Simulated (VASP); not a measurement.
# Au in VASP: single point with r2SCAN

Aim: the single point of Au with r2SCAN.

All numbers are computed with VASP 6.6.1; they aren't measurements. Logs are shortened: lines on timing, memory, paths and dates and some standing lists are left out, and cuts for length are marked.

### Step 1. The cell of the first run

The typed cell holds 1 atom: a = 2.917 Å, b = 2.917 Å, c = 2.917 Å, α = 60.01°, β = 60.00°, γ = 60.00°.

### Step 2. Single point, r2SCAN

POSCAR

```
Au
1.0
    0.0000000000      2.0624433792      2.0625297423
    2.0621695819      0.0000000000      2.0625297423
    2.0621695819      2.0624433792      0.0000000000
Au
1
Direct
    0.0000000000      0.0000000000      0.0000000000
```

INCAR.step1

```
ALGO     = Normal         # electronic algorithm
EDIFF    = 1E-4           # SCF threshold, eV
ENCUT    = 520            # plane-wave cutoff, eV
GGA      = PE             # functional
ISMEAR   = 0              # smearing method
LASPH    = T              # aspherical terms in the spheres
LCHARG   = F              # write CHGCAR
LREAL    = F              # projectors in reciprocal space
LWAVE    = T              # write WAVECAR
NBANDS   = 12             # bands
NELM     = 100            # most SCF steps
PREC     = Accurate       # precision mode
SIGMA    = 0.1            # smearing width, eV
```

INCAR.step2

```
ALGO     = Normal         # electronic algorithm
EDIFF    = 1E-7           # SCF threshold, eV
ENCUT    = 520            # plane-wave cutoff, eV
ISIF     = 2              # what is computed and relaxed
ISMEAR   = 0              # smearing method
ISTART   = 1            
LASPH    = T              # aspherical terms in the spheres
LCHARG   = F              # write CHGCAR
LMIXTAU  = T            
LREAL    = F              # projectors in reciprocal space
LWAVE    = F              # write WAVECAR
METAGGA  = R2SCAN         # meta-GGA
NBANDS   = 12             # bands
NELM     = 100            # most SCF steps
PREC     = Accurate       # precision mode
SIGMA    = 0.1            # smearing width, eV
```

KPOINTS

```
k-points
0
Gamma
  24 24 24
```

Potentials or basis: VASP PAW PBE potentials, release 64 (Au).

Launch:

```
> cat potpaw_PBE.64/Au/POTCAR > POTCAR
> cp INCAR.step1 INCAR
> mpirun -np 1 vasp_std > vasp.out
> cp INCAR.step2 INCAR
> mpirun -np 1 vasp_std > vasp.out
```

OUTCAR:

```text
EDIFF = 1E-7
   ENCUT = 520
   ISIF = 2
   ISMEAR = 0
   ISTART = 1
   LASPH = T
   LREAL = F
   METAGGA = R2SCAN
   NELM = 100
   PREC = Accurate

 ion  position               nearest neighbor table
   1  0.000  0.000  0.000-

  LATTYP: Found a face centered orthorhombic cell.
 ALAT       =     4.1243391638
 B/A-ratio  =     1.0001327715
 C/A-ratio  =     1.0001746512

  Lattice vectors:

 A1 = (   0.0000000000,   2.0624433792,   2.0625297423)
 A2 = (   2.0621695819,   0.0000000000,   2.0625297423)
 A3 = (   2.0621695819,   2.0624433792,   0.0000000000)

Analysis of symmetry for initial positions (statically):
=====================================================================
 Subroutine PRICEL returns:
 Original cell was already a primitive cell.

 Routine SETGRP: Setting up the symmetry group for a
 face centered orthorhombic supercell.

 Subroutine GETGRP returns: Found  8 space group operations
 (whereof  8 operations were pure point group operations)
 out of a pool of  8 trial point group operations.

The static configuration has the point symmetry D_2h.

Analysis of symmetry for dynamics (positions and initial velocities):
=====================================================================
 Subroutine PRICEL returns:
 Original cell was already a primitive cell.

 Routine SETGRP: Setting up the symmetry group for a
 face centered orthorhombic supercell.

 Subroutine GETGRP returns: Found  8 space group operations
 (whereof  8 operations were pure point group operations)
 out of a pool of  8 trial point group operations.

The dynamic configuration has the point symmetry D_2h.

 Subroutine INISYM returns: Found  8 space group operations
 (whereof  8 operations are pure point group operations),
 and found     1 'primitive' translations

----------------------------------------------------------------------------------------

                                     Primitive cell

  volume of cell :      17.5443

  direct lattice vectors                    reciprocal lattice vectors
     0.000000000  2.062443379  2.062529742    -0.242463086  0.242430898  0.242420747
     2.062169582  0.000000000  2.062529742     0.242463086 -0.242430898  0.242420747
     2.062169582  2.062443379  0.000000000     0.242463086  0.242430898 -0.242420747

  length of vectors
     2.916796467  2.916602874  2.916541801     0.419915356  0.419915356  0.419915356

  position of ions in fractional coordinates (direct lattice)
     0.000000000  0.000000000  0.000000000

  ion indices of the primitive-cell ions
   primitive index   ion index
                 1           1

----------------------------------------------------------------------------------------

 KPOINTS: k-points

Automatic generation of k-mesh.
 Grid dimensions read from file:
 generate k-points for:   24   24   24

 Generating k-lattice:

  Cartesian coordinates                     Fractional coordinates (reciprocal lattice)
    -0.010102629  0.010101287  0.010100864     0.041666667  0.000000000  0.000000000
     0.010102629 -0.010101287  0.010100864     0.000000000  0.041666667  0.000000000
     0.010102629  0.010101287 -0.010100864     0.000000000  0.000000000  0.041666667

  Length of vectors
     0.017496473  0.017496473  0.017496473

  Shift w.r.t. Gamma in fractional coordinates (k-lattice)
     0.000000000  0.000000000  0.000000000

 Subroutine IBZKPT returns following result:
 ===========================================

 Found   1963 irreducible k-points:

 Following reciprocal coordinates:
            Coordinates               Weight
  0.000000  0.000000  0.000000      1.000000
  0.041667  0.000000  0.000000      8.000000
  0.083333 -0.000000 -0.000000      8.000000
  0.125000 -0.000000 -0.000000      8.000000
  0.166667 -0.000000 -0.000000      8.000000
  0.208333 -0.000000  0.000000      8.000000
[... 16 lines left out ...]
  0.416667  0.041667  0.000000      8.000000
  0.458333  0.041667  0.000000      8.000000
 [... further k-points ...]
   k-points           NKPTS =   1963   k-points in BZ     NKDIM =   1963   number of bands    NBANDS=     12
   number of dos      NEDOS =    301   number of ions     NIONS =      1
   total plane-waves  NPLWV =  13824
   dimension x,y,z NGX =    24 NGY =   24 NGZ =   24
   dimension x,y,z NGXF=    48 NGYF=   48 NGZF=   48
   ions per type =               1
   NGX,Y,Z   is equivalent  to a cutoff of  13.68, 13.68, 13.68 a.u.
   NGXF,Y,Z  is equivalent  to a cutoff of  27.36, 27.36, 27.36 a.u.
 SYSTEM =  unknown system
   PREC   = accura    normal or accurate (medium, high low for compatibility)
   ISTART =      1    job   : 0-new  1-cont  2-samecut
   ICHARG =      0    charge: 1-file 2-atom 10-const
   ISPIN  =      1    spin polarized calculation?
   LNONCOLLINEAR =      F non collinear calculations
   LSORBIT =      F    spin-orbit coupling
   LASPH  =      T    aspherical Exc in radial PAW
   ENCUT  =  520.0 eV  38.22 Ry    6.18 a.u.   5.42  5.42  5.42*2*pi/ulx,y,z
   NELM   =    100;   NELMIN=  2; NELMDL=  0     # of ELM steps
   EDIFF  = 0.1E-06   stopping-criterion for ELM
   LREAL  =      F    real-space projection
   EDIFFG = 0.1E-05   stopping-criterion for IOM
   NSW    =      0    number of steps for IOM
   IBRION =     -1    ionic relax: 0-MD 1-quasi-New 2-CG
   NFREE  =      0    steps in history (QN), initial steepest desc. (CG)
   ISIF   =      2    stress and relaxation
   ISYM   =      2    0-nonsym 1-usesym 2-fastsym
   POTIM  = 0.5000    time-step for ionic-motion
   TEBEG  =    0.0;   TEEND  =   0.0 temperature during run
   PSTRESS=    0.0 pullay stress
   NELECT =      11.0000    total number of electrons
   NUPDOWN=      -1.0000    fix difference up-down
   EMIN   =  10.00;   EMAX   =-10.00  energy-range for DOS
   EFERMI =   0.00;   METHOD = LEGACY
   ISMEAR =     0;   SIGMA  =   0.10  broadening in eV -4-tet -1-fermi 0-gaus
   EFERMI_NEDOS =   21; number of points for ismear=-14 and -15
   IALGO  =     38    algorithm
   IMIX   =      4    mixing-type and parameters
     AMIX     =   0.40;   BMIX     =  1.00
     AMIX_MAG =   1.60;   BMIX_MAG =  1.00
  volume/ion in A,a.u.               =      17.54       118.39
  Fermi-wavevector in a.u.,A,eV,Ry     =   1.401179  2.647844 26.712341  1.963302
  Thomas-Fermi vector in A             =   2.524066
   LORBIT       =      0    0 simple, 1 ext, 2 COOP (PROOUT), +10 PAW based schemes
   METAGGA = R2SCAN    functional components
   LHFCALC =     F    Hartree Fock is set to
   AEXX    =    0.0000 exact exchange contribution
   IVDW    =     0    specifies the selected vdW correction
   LEPSILON=     F    determine dielectric tensor
   LRPA    =     F    only Hartree local field effects (RPA)
 non-spin polarized calculation
 Gauss-broadening in eV      SIGMA  =   0.10
  energy-cutoff  :      520.00
  volume of cell :       17.54
 maximum number of plane-waves:       495
 NGX is ok and might be reduce to    24
   NGX = 11   NGY = 11   NGZ = 11

 number of electron      11.0000001 magnetization

 Free energy of the ion-electron system (eV)
  ---------------------------------------------------
  ext. energy  EPLUGINS =         0.00000000
  ---------------------------------------------------
  free energy    TOTEN  =       -50.59690934 eV

  energy without entropy =      -50.59576984  energy(sigma->0) =      -50.59633959

 E-fermi :   8.8667     XC(G=0): -13.4229

 val. band max:        8.8637779065   @ k =  -0.4167   0.0833   0.0833
 cond. band min:       8.9076064305   @ k =   0.5000   0.2500   0.0833
 fundamental gap:      0.0438285240
 Fermi energy:         8.8667386395

 k-point     1 :       0.0000    0.0000    0.0000
  band No.  band energies     occupation
      1      -0.9260      2.00000
      2       4.0600      2.00000
      3       4.0604      2.00000
      4       4.0615      2.00000
      5       5.5154      2.00000
      6       5.5168      2.00000
      7      24.2047      0.00000
      8      28.1187      0.00000
      9      28.1194      0.00000
     10      28.1214      0.00000
     11      33.2982      0.00000
     12      37.4459      0.00000

 k-point     2 :       0.0417    0.0000    0.0000
  band No.  band energies     occupation
      1      -0.8644      2.00000
      2       4.0413      2.00000
      3       4.0812      2.00000
      4       4.0821      2.00000
      5       5.5059      2.00000
      6       5.5074      2.00000
      7      24.2738      0.00000
      8      27.6861      0.00000
      9      28.1869      0.00000
     10      28.1885      0.00000
     11      33.6674      0.00000
     12      36.5535      0.00000

 k-point     3 :       0.0833   -0.0000   -0.0000
  band No.  band energies     occupation
      1      -0.6825      2.00000
      2       3.9888      2.00000
      3       4.1399      2.00000
      4       4.1408      2.00000
      5       5.4828      2.00000
      6       5.4842      2.00000
      7      24.4526      0.00000
      8      26.6685      0.00000
      9      28.3829      0.00000
     10      28.3845      0.00000
     11      33.9433      0.00000
     12      35.8931      0.00000
[... 286 lines left out ...]
 k-point    23 :       0.4167    0.0417    0.0000
  band No.  band energies     occupation
      1       1.5683      2.00000
      2       4.0543      2.00000
      3       4.1319      2.00000
      4       5.8848      2.00000
      5       6.5681      2.00000
      6       6.9667      2.00000
      7      14.2409      0.00000
      8      24.0391      0.00000
      9      26.6452      0.00000
     10      27.2122      0.00000
     11      33.8482      0.00000
     12      33.9271      0.00000

 k-point    24 :       0.4583    0.0417    0.0000
  band No.  band energies     occupation
      1       1.5716      2.00000
      2       4.0091      2.00000
      3       4.0819      2.00000
      4       6.2671      2.00000
      5       6.6773      2.00000
      6       7.7628      2.00000
      7      12.8385      0.00000
      8      23.8320      0.00000
      9      26.4194      0.00000
     10      26.6573      0.00000
     11      34.1533      0.00000
     12      34.3117      0.00000

 [... further k-points ...]

------------------------ aborting loop because EDIFF is reached ----------------------------------------

  FORCE on cell =-STRESS in cart. coord.  units (eV):
  Direction    XX          YY          ZZ          XY          YZ          ZX
  --------------------------------------------------------------------------------------
  -------------------------------------------------------------------------------------
  Total        0.0292905      0.0288087      0.0286646      0.0000000      0.0000000      0.0000000
  in kB        2.6748536      2.6308613      2.6176994      0.0000000      0.0000000      0.0000000
  external PRESSURE =       2.6411381 kB  Pullay stress =       0.0000000 kB

 VOLUME and BASIS-vectors are now :
 -----------------------------------------------------------------------------
  energy-cutoff  :      520.00
  volume of cell :       17.54
      direct lattice vectors                 reciprocal lattice vectors
     0.000000000  2.062443379  2.062529742    -0.242463086  0.242430898  0.242420747
     2.062169582  0.000000000  2.062529742     0.242463086 -0.242430898  0.242420747
     2.062169582  2.062443379  0.000000000     0.242463086  0.242430898 -0.242420747

 POSITION                                       TOTAL-FORCE (eV/Angst)
 -----------------------------------------------------------------------------------
      0.00000      0.00000      0.00000         0.000000      0.000000     -0.000000
 -----------------------------------------------------------------------------------
    total drift:                               -0.000000      0.000000     -0.000000

  FREE ENERGIE OF THE ION-ELECTRON SYSTEM (eV)
  ---------------------------------------------------
  free  energy   TOTEN  =       -50.5969093432 eV

  energy  without entropy=      -50.5957698370  energy(sigma->0) =      -50.59633959
```

It took 17 min on 1 thread of AMD EPYC 9R45 (Zen 5), shared host; peak memory 0.46 GiB.

What came out:

```yaml
Free_energy: -50.5969 eV
Pressure: 0.3 GPa
Band_gap_on_the_k_mesh: zero (an odd number of electrons rules out a gap without spin polarisation)
```

Levels at points of the mesh, in eV from the Fermi level:
| k point | band 4 | band 5 | band 6 | band 7 | band 8 | band 9 |
| --- | --- | --- | --- | --- | --- | --- |
| (0.00, 0.00, 0.00) | -4.81 | -3.35 | -3.35 | 15.34 | 19.25 | 19.25 |
| (0.50, 0.00, 0.00) | -2.16 | -2.16 | -0.68 | 3.00 | 14.82 | 17.67 |
| (0.50, 0.50, 0.00) | -1.84 | -1.84 | 1.25 | 5.75 | 10.42 | 10.42 |
| (0.50, 0.00, 0.50) | -1.84 | -1.84 | 1.25 | 5.75 | 10.42 | 10.42 |
| (0.00, 0.50, 0.50) | -1.84 | -1.84 | 1.26 | 5.75 | 10.42 | 10.42 |

Caveat: the PAW data sets were made with another functional, which shifts forces and pressure a little; spin-orbit coupling is left out, which moves the levels of the heavy elements.

The gap in the log of VASP goes by the Fermi energy; the results here count the filled bands.